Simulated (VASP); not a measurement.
Write the native input for VASP 6.6.1 that does the following.

```
Task                   : relaxation of cell and atoms
Functional             : PBE
Potentials or basis    : VASP PAW PBE potentials, release 64 (Si, Sn_d)
Cutoff                 : 600 eV
k mesh                 : 12 × 12 × 12
Occupations            : gaussian, width 0.1 eV
Spin                   : no spin polarisation
Dipole correction      : no
Further INCAR settings : ALGO = Normal; EDIFF = 1e-06; IBRION = 2; EDIFFG = -0.01; NSW = 100; ISIF = 3
```

The structure of Si3Sn lies in POSCAR:

```
Si3Sn
1.0
    4.1918899100      0.0000000000      0.0000000000
    0.0000000000      4.1918899100      0.0000000000
    0.0000000000      0.0000000000      4.1918899100
Si Sn
3 1
Direct
    0.5000000000      0.0000000000      0.5000000000
    0.0000000000      0.5000000000      0.5000000000
    0.5000000000      0.5000000000      0.0000000000
    0.0000000000      0.0000000000      0.0000000000
```

The input as run:

INCAR

```
SYSTEM = Si3Sn
PREC     = Accurate       ! precision mode
ENCUT    = 600            ! plane-wave cutoff, eV
EDIFF    = 1E-6           ! SCF threshold, eV
ISMEAR   = 0              ! smearing method
SIGMA    = 0.1            ! smearing width, eV
LREAL    = .FALSE.        ! projectors in reciprocal space
LASPH    = .TRUE.         ! aspherical terms in the spheres
NELM     = 100            ! most SCF steps
ALGO     = Normal         ! electronic algorithm
ISIF     = 3              ! what is computed and relaxed
LWAVE    = .FALSE.        ! write WAVECAR
LCHARG   = .FALSE.        ! write CHGCAR
GGA      = PE             ! functional
IBRION   = 2              ! ionic algorithm
NSW      = 100            ! ionic steps
EDIFFG   = -0.01          ! ionic threshold
```

KPOINTS

```
regular mesh
0
G
  12 12 12
  0 0 0
```

Potentials or basis: VASP PAW PBE potentials, release 64 (Si, Sn_d).

Run with:

```console
$ cat potpaw_PBE.64/Si/POTCAR potpaw_PBE.64/Sn_d/POTCAR > POTCAR
$ mpirun -np 1 vasp_std > vasp.out
```

Results of the run:

```
Relaxed volume                        : 18.58 Å³/atom
Relaxed cell                          : a = 4.204 Å, b = 4.204 Å, c = 4.204 Å, α = 90.00°, β = 90.00°, γ = 90.00°
Space group after relaxing (to 0.1 Å) : Pm-3m (No. 221)
Energy gained by relaxing             : 0.3 meV/atom
Ionic steps                           : 2
Pressure after relaxing               : 0.0 GPa
Band gap on the k mesh                : zero (bands 13 and 14 overlap by 2.84 eV)
```

Caveat: spin-orbit coupling is left out, which moves the levels of the heavy elements.

Run time: 59 s on 1 thread of Intel(R) Xeon(R) 6975P-C (Granite Rapids), on a shared host, peak memory 0.29 GiB.
